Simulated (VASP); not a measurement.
Here is a VASP 6.6.1 calculation.

INCAR

```
ALGO = Normal
EDIFF = 1E-7
ENCUT = 520
GGA = PE
ISIF = 2
ISMEAR = 1
LASPH = T
LCHARG = F
LREAL = Auto
LWAVE = F
NBANDS = 192
NELM = 80
PREC = Accurate
SIGMA = 0.1
```

Contents of KPOINTS:

```
k-points
0
Gamma
  1 1 1
```

The input POSCAR:

```
Ti16Si32B
1.0
    4.8081252100      8.2721766700      0.0000000000
    4.8081252100     -8.2721766700      0.0000000000
   -4.8081252100      0.0000000000     -8.5559772500
Ti Si B
16 32 1
Direct
    0.2582943764      0.2389743103     -0.0036960126
    0.3811302428      0.1313934344      0.2537648169
    0.2415696701      0.2656061490      0.4979751436
    0.3740283738      0.1277384212      0.7546462328
    0.2614739592      0.7399798178      0.0014848099
    0.3980628897      0.6286343675      0.2286098879
    0.2196942512      0.7633534572      0.5223540070
    0.3703662197      0.6268325749      0.7482310685
    0.7636480928      0.2467524594      0.0034573491
    0.8851284516      0.1392449621      0.2492935567
    0.7372916258      0.2550418916      0.4997727174
    0.8683966252      0.1204018414      0.7452802659
    0.7604905701      0.7427819299     -0.0016733331
    0.8798176268      0.6343695325      0.2528970025
    0.7420656478      0.7588235104      0.4973312663
    0.8725195311      0.6231957942      0.7528740215
    0.4275419983      0.0805628277      0.0049602750
    0.0967395309      0.4023140007     -0.0072889394
    0.0467847165      0.4804278969      0.2582924119
    0.2231125377      0.3016443469      0.2452722744
    0.4122497292      0.1105571881      0.5103960509
    0.0760240824      0.4288485102      0.5033988373
    0.0324823849      0.4531393823      0.7486028554
    0.2038971667      0.2835477866      0.7481324240
    0.4272758849      0.5738692240     -0.0147385852
    0.1000817337      0.9066353490      0.0000873074
    0.0485857962      0.9769409688      0.2528397326
    0.2085930017      0.8129727435      0.2483171633
    0.3995223280      0.6129636108      0.4964138959
    0.0754385138      0.9337121319      0.4994781864
    0.0298006042      0.9538329725      0.7463508625
    0.2097141615      0.7911932802      0.7708726668
    0.9233299901      0.0797602408     -0.0025183564
    0.5988554714      0.4084180494      0.0029496338
    0.5521989143      0.4653851253      0.2521472343
    0.7173945971      0.2991669482      0.2512865494
    0.9165096590      0.1047107495      0.4989781851
    0.5752994193      0.4276741873      0.5015060086
    0.5286538925      0.4590865921      0.7479033444
    0.7109015486      0.2862743748      0.7544983830
    0.9232179088      0.5761134991      0.0027882262
    0.5997318652      0.9079617425     -0.0018879199
    0.5513533895      0.9763283557      0.2419670997
    0.7277022037      0.8063125896      0.2506480484
    0.8905734250      0.5868422428      0.4957958485
    0.5946062004      0.9277147774      0.4835770221
    0.5330524369      0.9604828632      0.7511983508
    0.7059958530      0.7845426522      0.7489140998
    0.3146580864      0.7206477230      0.3704554030
```

Potentials or basis: VASP PAW PBE potentials, release 64 (Ti_sv, Si, B).

The run is started by

```console
$ cat potpaw_PBE.64/Ti_sv/POTCAR potpaw_PBE.64/Si/POTCAR potpaw_PBE.64/B/POTCAR > POTCAR
$ mpirun -np 1 vasp_gam > vasp.out
```

Task: Estimate the largest force.

Result: 0.676 eV/Å.

Task: Predict the band gap on the k mesh.

Result: Zero (an odd number of electrons rules out a gap without spin polarisation).

Task: Predict the pressure.

Result: 1.3 GPa.

Forces on the atoms (eV/Å):
```
Ti   0.052 -0.142 -0.004
Ti   0.002  0.019  0.027
Ti   0.009  0.113  0.002
Ti   0.051 -0.049  0.037
Ti   0.020 -0.140 -0.008
Ti  -0.069 -0.001 -0.055
Ti   0.132 -0.078  0.063
Ti   0.070  0.011  0.035
Ti   0.029 -0.124  0.001
Ti  -0.024  0.005  0.013
Ti   0.029  0.082 -0.015
Ti   0.025 -0.041  0.005
Ti   0.021 -0.144  0.006
Ti   0.012  0.021  0.012
Ti   0.025  0.063  0.010
Ti   0.069 -0.033  0.028
Si   0.054 -0.139  0.025
Si   0.017 -0.166 -0.039
Si  -0.051 -0.015 -0.024
Si  -0.127  0.053  0.046
Si  -0.030  0.123  0.055
Si  -0.036  0.172  0.011
Si   0.080 -0.060 -0.016
Si   0.056 -0.054  0.012
Si   0.012 -0.214 -0.016
Si   0.020 -0.121  0.005
Si  -0.039  0.043  0.051
Si  -0.032  0.106 -0.006
Si  -0.067  0.630 -0.012
Si  -0.009  0.004 -0.016
Si   0.062 -0.031 -0.016
Si   0.077 -0.012  0.082
Si   0.019 -0.144  0.009
Si   0.042 -0.127  0.009
Si  -0.036 -0.002  0.034
Si  -0.042  0.009  0.004
Si  -0.076  0.060  0.020
Si   0.024  0.213  0.029
Si   0.059  0.007 -0.010
Si   0.059 -0.052  0.028
Si   0.046 -0.151  0.025
Si   0.011 -0.183 -0.006
Si  -0.115  0.008 -0.045
Si  -0.057  0.023  0.021
Si   0.065  0.104 -0.017
Si  -0.189  0.021 -0.090
Si   0.056 -0.042 -0.003
Si   0.098 -0.066  0.001
B   -0.407  0.442 -0.310
```

Caveat: the k points lie up to 0.84 Å⁻¹ apart, too coarse for converged energies and pressures of a metal.
